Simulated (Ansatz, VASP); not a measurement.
## One calculation of Ti3Al, two programs

```
CELL_PARAMETERS angstrom
2.92168 0.00000 0.00000
-1.46084 2.53025 0.00000
0.00000 0.00000 8.97512
ATOMIC_POSITIONS crystal
Ti 0.66667 0.33333 0.00000
Ti 0.33333 0.66667 0.74023
Ti 0.33333 0.66667 0.25977
Al 0.66667 0.33333 0.50000
```

Alike in both runs: task single point; functional PBEsol; k mesh 15 × 15 × 6; occupations gaussian, width 0.15 eV; no spin polarisation.

|  | VASP | Ansatz |
| --- | --- | --- |
| version | VASP 6.6.1 | Ansatz 0.2.0 |
| potentials or method | VASP PAW PBE potentials, release 64 (Ti_sv, Al), cutoff 520 eV | scalar-relativistic, plane waves, PAW |
| valence electrons in the cell | 39 | 39 |

```csv
,VASP,Ansatz,Ansatz less VASP
gap on the k mesh at the Fermi level (eV),none,none,-
pressure (GPa),0.4,0.5,+0.11
"traceless stress, the component that is largest in VASP (GPa)",4.08,4.04,-0.041
rms of the force components (eV/Å),0.376,0.372,-0.0048
```

VASP's potentials were made for PBE, not for PBEsol, and Ansatz warns of the same on its side. Atom by atom the forces differ by 0.005 eV/Å (rms over components). A gap of «none» marks a metal or a gap that the smearing closes. With one functional, cell and mesh, what is left measures potentials, basis and numerics.
